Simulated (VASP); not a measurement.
Input of a VASP 6.6.1 run:

File INCAR:

```
SYSTEM = La
  PREC = Accurate
  ENCUT = 520
  EDIFF = 1E-6
  ISMEAR = -1
  SIGMA = 0.1
  LREAL = .False.
  LASPH = .True.
  NELM = 80
  ALGO = Normal
  ISIF = 2
  LWAVE = .False.
  LCHARG = .False.
  GGA = CA
  NBANDS = 12
```

Contents of KPOINTS:

```
Automatic mesh
0
Gamma
  12 12 12
  0 0 0
```

POSCAR

```
La
1.0
   -2.0765739630      2.0765739630      2.0765739630
    2.0765739630     -2.0765739630      2.0765739630
    2.0765739630      2.0765739630     -2.0765739630
La
1
Direct
    0.0000000000      0.0000000000      0.0000000000
```

Potentials or basis: VASP PAW LDA potentials, release 64 (La).

Command:

```sh
$ cat potpaw_LDA.64/La/POTCAR > POTCAR
$ mpirun -np 1 vasp_std > vasp.out
```

Task: Estimate the band gap on the k mesh.

Result: Zero (an odd number of electrons rules out a gap without spin polarisation).

Task: What does it give for the pressure?

Result: -2.1 GPa.

Caveat: spin-orbit coupling is left out, which moves the levels of the heavy elements.
